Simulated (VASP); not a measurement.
# In2SbO6 (C2/m) in VASP: single point with PBE

Aim: the single point of In2SbO6 with PBE.

Program: VASP 6.6.1. These are calculated values, not measurements. Logs are shortened: lines on timing, memory, paths and dates and some standing lists are left out, and cuts for length are marked.

## Step 1: The cell of the first run

The structure is monoclinic, space group C2/m (No. 12). The conventional cell has a = 13.422 Å, b = 3.983 Å, c = 5.116 Å, α = 90.00°, β = 104.16°, γ = 90.00°. O (site symmetry m) has 1 Sb at 1.90 Å and 1 In at 2.46 Å within 2.5 Å. Within 2.7 Å of O (site symmetry m) lie 3 In at 2.07 to 2.34 Å and 1 O at 2.69 Å. O (site symmetry m) has 1 In at 2.13 Å and 2 Sb at 2.36 Å and 1 O at 2.51 Å within 2.8 Å. Within 2.5 Å of Sb (site symmetry 2/m) lie 6 O at 1.90 to 2.36 Å. Within 2.7 Å of In (site symmetry m) lie 5 O at 2.07 to 2.46 Å.

## Step 2: Single point, PBE

The input, INCAR:

```
SYSTEM = In2SbO6
PREC     = Accurate       ! precision mode
ENCUT    = 700            ! plane-wave cutoff, eV
EDIFF    = 1E-6           ! SCF threshold, eV
ISMEAR   = -1             ! smearing method
SIGMA    = 0.1            ! smearing width, eV
LREAL    = .FALSE.        ! projectors in reciprocal space
LASPH    = .TRUE.         ! aspherical terms in the spheres
NELM     = 120            ! most SCF steps
ALGO     = Normal         ! electronic algorithm
ISIF     = 2              ! what is computed and relaxed
LWAVE    = .FALSE.        ! write WAVECAR
LCHARG   = .FALSE.        ! write CHGCAR
GGA      = PE             ! functional
NBANDS   = 48             ! bands
GGA_COMPAT= .FALSE.
```

The input, KPOINTS:

```
Automatic mesh
0
G
  5 5 4
  0 0 0
```

The input, POSCAR:

```
In2SbO6
1.0
    0.0000000000      3.9833640000      0.0000000000
    6.7112440000     -1.9916820000      0.0000000000
    1.2520030000      0.0000000000     -4.9606090000
O Sb In
6 1 2
Direct
    0.3785335714      0.7570671428      0.7846375653
    0.6214664286      0.2429328572      0.2153624347
    0.7385599255      0.4771198511      0.7061402650
    0.2614400745      0.5228801489      0.2938597350
    0.9508338009      0.9016676017      0.3200093888
    0.0491661991      0.0983323983      0.6799906112
    0.5000000000      0.0000000000      0.5000000000
    0.8025014570      0.6050029140      0.2383014872
    0.1974985430      0.3949970860      0.7616985128
```

Potentials or basis: VASP PAW PBE potentials, release 64 (O, Sb_d_GW, In_d).

On the command line:

```
$ cat potpaw_PBE.64/O/POTCAR potpaw_PBE.64/Sb_d_GW/POTCAR potpaw_PBE.64/In_d/POTCAR > POTCAR
$ mpirun -np 1 vasp_std > vasp.out
```

OUTCAR:

```text
SYSTEM = In2SbO6
   PREC = Accurate
   ENCUT = 700
   EDIFF = 1E-6
   ISMEAR = -1
   LREAL = .FALSE.
   LASPH = .TRUE.
   NELM = 120
   ISIF = 2
   GGA = PE

 ion  position               nearest neighbor table
   1  0.379  0.757  0.785-   7 1.90   9 2.46
   2  0.621  0.243  0.215-   7 1.90   8 2.46
   3  0.739  0.477  0.706-   9 2.07   9 2.07   8 2.34
   4  0.261  0.523  0.294-   8 2.07   8 2.07   9 2.34
   5  0.951  0.902  0.320-   8 2.13   7 2.36   7 2.36
   6  0.049  0.098  0.680-   9 2.13   7 2.36   7 2.36
   7  0.500  0.000  0.500-   1 1.90   2 1.90   6 2.36   5 2.36   6 2.36   5 2.36
   8  0.803  0.605  0.238-   4 2.07   4 2.07   5 2.13   3 2.34   2 2.46   9 3.36   9 3.36   9 3.69
                             9 3.69
   9  0.197  0.395  0.762-   3 2.07   3 2.07   6 2.13   4 2.34   1 2.46   8 3.36   8 3.36   8 3.69
                             8 3.69

  LATTYP: Found a base centered monoclinic cell.
 ALAT       =    13.4224880000
 B/A-ratio  =     0.2967679315
 C/A-ratio  =     0.3811637504
 COS(beta)  =    -0.2447150919

  Lattice vectors:

 A1 = (  -6.7112440000,  -1.9916820000,   0.0000000000)
 A2 = (  -6.7112440000,   1.9916820000,   0.0000000000)
 A3 = (   1.2520030000,   0.0000000000,  -4.9606090000)

Analysis of symmetry for initial positions (statically):
=====================================================================
 Subroutine PRICEL returns:
 Original cell was already a primitive cell.

 Routine SETGRP: Setting up the symmetry group for a
 base centered monoclinic supercell.

 Subroutine GETGRP returns: Found  4 space group operations
 (whereof  4 operations were pure point group operations)
 out of a pool of  4 trial point group operations.

The static configuration has the point symmetry C_2h.

Analysis of symmetry for dynamics (positions and initial velocities):
=====================================================================
 Subroutine PRICEL returns:
 Original cell was already a primitive cell.

 Routine SETGRP: Setting up the symmetry group for a
 base centered monoclinic supercell.

 Subroutine GETGRP returns: Found  4 space group operations
 (whereof  4 operations were pure point group operations)
 out of a pool of  4 trial point group operations.

The dynamic configuration has the point symmetry C_2h.

 Subroutine INISYM returns: Found  4 space group operations
 (whereof  4 operations are pure point group operations),
 and found     1 'primitive' translations

----------------------------------------------------------------------------------------

                                     Primitive cell

  volume of cell :     132.6136

  direct lattice vectors                    reciprocal lattice vectors
     0.000000000  3.983364000  0.000000000     0.074501836  0.251044092  0.018803442
     6.711244000 -1.991682000  0.000000000     0.149003672  0.000000000  0.037606883
     1.252003000  0.000000000 -4.960609000     0.000000000  0.000000000 -0.201588152

  length of vectors
     3.983364000  7.000542352  5.116165865     0.262539958  0.153676192  0.201588152

  position of ions in fractional coordinates (direct lattice)
     0.378533571  0.757067143  0.784637565
     0.621466429  0.242932857  0.215362435
     0.738559925  0.477119851  0.706140265
     0.261440075  0.522880149  0.293859735
     0.950833801  0.901667602  0.320009389
     0.049166199  0.098332398  0.679990611
     0.500000000  0.000000000  0.500000000
     0.802501457  0.605002914  0.238301487
     0.197498543  0.394997086  0.761698513

  ion indices of the primitive-cell ions
   primitive index   ion index
                 1           1
                 2           2
                 3           3
                 4           4
                 5           5
                 6           6
                 7           7
                 8           8
                 9           9

----------------------------------------------------------------------------------------

 KPOINTS: Automatic mesh

Automatic generation of k-mesh.
 Grid dimensions read from file:
 generate k-points for:    5    5    4

 Generating k-lattice:

  Cartesian coordinates                     Fractional coordinates (reciprocal lattice)
     0.014900367  0.050208818  0.003760688     0.200000000  0.000000000  0.000000000
     0.029800734  0.000000000  0.007521377     0.000000000  0.200000000  0.000000000
     0.000000000  0.000000000 -0.050397038     0.000000000  0.000000000  0.250000000

  Length of vectors
     0.052507992  0.030735238  0.050397038

  Shift w.r.t. Gamma in fractional coordinates (k-lattice)
     0.000000000  0.000000000  0.000000000

 Subroutine IBZKPT returns following result:
 ===========================================

 Found     33 irreducible k-points:

 Following reciprocal coordinates:
            Coordinates               Weight
  0.000000  0.000000  0.000000      1.000000
  0.200000  0.000000  0.000000      4.000000
  0.400000 -0.000000  0.000000      4.000000
  0.000000  0.200000  0.000000      2.000000
  0.200000  0.200000  0.000000      4.000000
  0.400000  0.200000  0.000000      4.000000
[... 16 lines left out ...]
  0.200000 -0.400000  0.250000      4.000000
  0.000000 -0.200000  0.250000      2.000000
 [... further k-points ...]
   k-points           NKPTS =     33   k-points in BZ     NKDIM =     33   number of bands    NBANDS=     48
   number of dos      NEDOS =    301   number of ions     NIONS =      9
   total plane-waves  NPLWV = 103680
   dimension x,y,z NGX =    36 NGY =   60 NGZ =   48
   dimension x,y,z NGXF=    72 NGYF=  120 NGZF=   96
   ions per type =               6   1   2
   NGX,Y,Z   is equivalent  to a cutoff of  15.02, 14.25, 15.60 a.u.
   NGXF,Y,Z  is equivalent  to a cutoff of  30.05, 28.50, 31.19 a.u.
 SYSTEM =  In2SbO6
   PREC   = accura    normal or accurate (medium, high low for compatibility)
   ISTART =      0    job   : 0-new  1-cont  2-samecut
   ICHARG =      2    charge: 1-file 2-atom 10-const
   ISPIN  =      1    spin polarized calculation?
   LNONCOLLINEAR =      F non collinear calculations
   LSORBIT =      F    spin-orbit coupling
   LASPH  =      T    aspherical Exc in radial PAW
   ENCUT  =  700.0 eV  51.45 Ry    7.17 a.u.   8.59 15.10 11.04*2*pi/ulx,y,z
   NELM   =    120;   NELMIN=  2; NELMDL= -5     # of ELM steps
   EDIFF  = 0.1E-05   stopping-criterion for ELM
   LREAL  =      F    real-space projection
   EDIFFG = 0.1E-04   stopping-criterion for IOM
   NSW    =      0    number of steps for IOM
   IBRION =     -1    ionic relax: 0-MD 1-quasi-New 2-CG
   NFREE  =      0    steps in history (QN), initial steepest desc. (CG)
   ISIF   =      2    stress and relaxation
   ISYM   =      2    0-nonsym 1-usesym 2-fastsym
   POTIM  = 0.5000    time-step for ionic-motion
   TEBEG  =    0.0;   TEEND  =   0.0 temperature during run
   PSTRESS=    0.0 pullay stress
   NELECT =      77.0000    total number of electrons
   NUPDOWN=      -1.0000    fix difference up-down
   EMIN   =  10.00;   EMAX   =-10.00  energy-range for DOS
   EFERMI =   0.00;   METHOD = LEGACY
   ISMEAR =    -1;   SIGMA  =   0.10  broadening in eV -4-tet -1-fermi 0-gaus
   EFERMI_NEDOS =   21; number of points for ismear=-14 and -15
   IALGO  =     38    algorithm
   IMIX   =      4    mixing-type and parameters
     AMIX     =   0.40;   BMIX     =  1.00
     AMIX_MAG =   1.60;   BMIX_MAG =  1.00
  volume/ion in A,a.u.               =      14.73        99.44
  Fermi-wavevector in a.u.,A,eV,Ry     =   1.365764  2.580920 25.379109  1.865312
  Thomas-Fermi vector in A             =   2.491964
   LORBIT       =      0    0 simple, 1 ext, 2 COOP (PROOUT), +10 PAW based schemes
   GGA     = PE    functional components
   LHFCALC =     F    Hartree Fock is set to
   AEXX    =    0.0000 exact exchange contribution
   IVDW    =     0    specifies the selected vdW correction
   LEPSILON=     F    determine dielectric tensor
   LRPA    =     F    only Hartree local field effects (RPA)
 non-spin polarized calculation
  energy-cutoff  :      700.00
  volume of cell :      132.61
 maximum number of plane-waves:      5605
 NGX is ok and might be reduce to    36
   NGX = 17   NGY = 31   NGZ = 23

 number of electron      77.0000000 magnetization

 Free energy of the ion-electron system (eV)
  ---------------------------------------------------
  ext. energy  EPLUGINS =         0.00000000
  ---------------------------------------------------
  free energy    TOTEN  =       -46.81201249 eV

  energy without entropy =      -46.59358565  energy(sigma->0) =      -46.70279907

 E-fermi :   2.8831     XC(G=0): -10.1356

 val. band max:        2.8779328601   @ k =   0.4000   0.2000   0.0000
 cond. band min:       2.8896023084   @ k =   0.2000   0.4000   0.2500
 fundamental gap:      0.0116694484
 Fermi energy:         2.8830931842

 k-point     1 :       0.0000    0.0000    0.0000
  band No.  band energies     occupation
      1     -26.0800      2.00000
      2     -25.9637      2.00000
      3     -25.9385      2.00000
      4     -25.8604      2.00000
      5     -25.7365      2.00000
      6     -14.8444      2.00000
[... 40 lines left out ...]
     47      11.7356      0.00000
     48      12.9346      0.00000

 k-point     2 :       0.2000    0.0000    0.0000
  band No.  band energies     occupation
      1     -26.0798      2.00000
      2     -25.9681      2.00000
      3     -25.9323      2.00000
      4     -25.8602      2.00000
      5     -25.7375      2.00000
      6     -14.6603      2.00000
[... 40 lines left out ...]
     47      12.0152      0.00000
     48      12.5736      0.00000

 k-point     3 :       0.4000   -0.0000    0.0000
  band No.  band energies     occupation
      1     -26.0794      2.00000
      2     -25.9751      2.00000
      3     -25.9222      2.00000
      4     -25.8600      2.00000
      5     -25.7390      2.00000
      6     -14.2107      2.00000
[... 40 lines left out ...]
     47      12.1888      0.00000
     48      12.4904      0.00000

 k-point     4 :       0.0000    0.2000    0.0000
  band No.  band energies     occupation
      1     -26.0800      2.00000
      2     -25.9637      2.00000
      3     -25.9385      2.00000
      4     -25.8604      2.00000
      5     -25.7365      2.00000
      6     -14.7965      2.00000
[... 958 lines left out ...]
     47      12.1955      0.00000
     48      13.0312      0.00000

 k-point    23 :       0.2000   -0.4000    0.2500
  band No.  band energies     occupation
      1     -26.0798      2.00000
      2     -25.9681      2.00000
      3     -25.9322      2.00000
      4     -25.8601      2.00000
      5     -25.7375      2.00000
      6     -14.4578      2.00000
[... 40 lines left out ...]
     47      12.0929      0.00000
     48      12.5111      0.00000

 k-point    24 :       0.0000   -0.2000    0.2500
  band No.  band energies     occupation
      1     -26.0800      2.00000
      2     -25.9637      2.00000
      3     -25.9384      2.00000
      4     -25.8603      2.00000
      5     -25.7365      2.00000
      6     -14.6767      2.00000
[... 40 lines left out ...]
     47      11.8152      0.00000
     48      12.4616      0.00000

 [... further k-points ...]

------------------------ aborting loop because EDIFF is reached ----------------------------------------

  FORCE on cell =-STRESS in cart. coord.  units (eV):
  Direction    XX          YY          ZZ          XY          YZ          ZX
  --------------------------------------------------------------------------------------
  -------------------------------------------------------------------------------------
  Total       -2.2963234    -10.7394841     -3.4737773      0.0000000      0.0000000      0.8657073
  in kB      -27.7431406   -129.7495868    -41.9686048      0.0000000      0.0000000     10.4590832
  external PRESSURE =     -66.4871107 kB  Pullay stress =       0.0000000 kB

 VOLUME and BASIS-vectors are now :
 -----------------------------------------------------------------------------
  energy-cutoff  :      700.00
  volume of cell :      132.61
      direct lattice vectors                 reciprocal lattice vectors
     0.000000000  3.983364000  0.000000000     0.074501836  0.251044092  0.018803442
     6.711244000 -1.991682000  0.000000000     0.149003672  0.000000000  0.037606883
     1.252003000  0.000000000 -4.960609000     0.000000000  0.000000000 -0.201588152

 POSITION                                       TOTAL-FORCE (eV/Angst)
 -----------------------------------------------------------------------------------
      6.06323      0.00000     -3.89228        -0.073282     -0.000000     -0.079740
      1.90002      1.99168     -1.06833         0.073282     -0.000000      0.079740
      4.08616      1.99168     -3.50289         0.015647      0.000000     -0.017613
      3.87709      0.00000     -1.45772        -0.015647     -0.000000      0.017613
      6.45196      1.99168     -1.58744         0.036214      0.000000     -0.006305
      1.51128     -0.00000     -3.37317        -0.036214     -0.000000      0.006305
      0.62600      1.99168     -2.48030         0.000000      0.000000      0.000000
      4.35868      1.99168     -1.18212        -0.027618     -0.000000      0.036510
      3.60457      0.00000     -3.77849         0.027618     -0.000000     -0.036510
 -----------------------------------------------------------------------------------
    total drift:                                0.000000      0.000000     -0.000000

  FREE ENERGIE OF THE ION-ELECTRON SYSTEM (eV)
  ---------------------------------------------------
  free  energy   TOTEN  =       -46.8120124891 eV

  energy  without entropy=      -46.5935856465  energy(sigma->0) =      -46.70279907
```

Run time: 8.3 min. Hardware: 1 thread of Intel Xeon Platinum 8175M at 2.50GHz (Skylake/Cascade Lake), shared host; peak memory 0.52 GiB.

What came out:

```yaml
Free_energy: -46.8120 eV
Pressure: -6.6 GPa
Largest_force: 0.108 eV/Å
Band_gap_on_the_k_mesh: zero (an odd number of electrons rules out a gap without spin polarisation)
```

Forces in eV/Å, atoms in the order of the input:
```
O   -0.073  0.000 -0.080
O    0.073  0.000  0.080
O    0.016  0.000 -0.018
O   -0.016  0.000  0.018
O    0.036  0.000 -0.006
O   -0.036  0.000  0.006
Sb   0.000  0.000  0.000
In  -0.028  0.000  0.037
In   0.028  0.000 -0.037
```

Levels at points of the mesh, in eV from the Fermi level:
```
           k point  band 35  band 36  band 37  band 38  band 39  band 40  band 41  band 42  band 43  band 44
(0.00, 0.00, 0.00)    -0.69    -0.59    -0.37    -0.36    -0.24     0.38     2.91     3.60     4.60     7.46
(0.00, 0.00, 0.50)    -0.75    -0.67    -0.47    -0.15    -0.13     1.77     2.94     3.80     4.18     7.51
```

Caveat: the stress differs along the axes, from -13 to -3 GPa; spin-orbit coupling is left out, which moves the levels of the heavy elements; an odd number of electrons without spin polarisation forces a metal; a magnetic or distorted state may lie lower.
